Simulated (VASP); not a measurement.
Runs of VASP 6.6.1 on I. The structure is that of space group Im-3m (No. 229), or close to it. The cells are those of the table. 

```tsv
cell	gap on the mesh (eV)	pressure (GPa)
a = 3.595 Å, angles 109.5°, 1 atom	none	0.4
a = 3.701 Å, angles 109.5°, 1 atom	none	(a)
a = 3.667 Å, angles 109.5°, 1 atom	none	-0.8
a = 3.558 Å, angles 109.5°, 1 atom	none	1.3
a = 3.631 Å, angles 109.5°, 1 atom	none	(b)
```

Alike in all rows: task single point; level PBE; potentials or basis VASP PAW PBE potentials, release 64 (I); no spin polarisation; k mesh 8 × 8 × 8; cutoff (eV) 520; smearing fermi-dirac 0.1 eV.

**Question.** Estimate the missing entries.

**Answer.** (a) -1.2; (b) -0.3.

Caveats: spin-orbit coupling is left out, which moves the levels of the heavy elements; an odd number of electrons without spin polarisation forces a metal; a magnetic or distorted state may lie lower.

A k mesh can miss the band edges, and the runs leave out spin-orbit coupling on I.

A gap of «none» marks levels without a gap at the run's occupations.
